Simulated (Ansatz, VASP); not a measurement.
BN: VASP beside Ansatz

```
B N
1.0
     0.00000    1.81300    1.81300
     1.81300    0.00000    1.81300
     1.81300    1.81300    0.00000
B N
1 1
Direct
  0.10342 0.10342 0.89658
  0.75000 0.75000 0.75000
```

Change from the starting cell: one atom moved.

Alike in both runs: task single point; functional PBE; k mesh 12 × 12 × 12; occupations gaussian, width 0.02 eV; no spin polarisation.

|  | VASP | Ansatz |
| --- | --- | --- |
| version | VASP 6.6.1 | Ansatz 0.2.0 |
| potentials or method | VASP PAW PBE potentials, release 64 (B, N), cutoff 600 eV | scalar-relativistic, plane waves, PAW |
| valence electrons in the cell | 8 | 8 |

|  | VASP | Ansatz | Ansatz less VASP |
| --- | --- | --- | --- |
| gap on the k mesh at the Fermi level (eV) | 1.68 | 1.69 | +0.013 |
| least direct gap on the mesh (eV) | 6.02 | 6.03 | +0.001 |
| rms of the force components (eV/Å) | 3.634 | 3.636 | +0.0021 |

Atom by atom the forces differ by 0.002 eV/Å (rms over components).
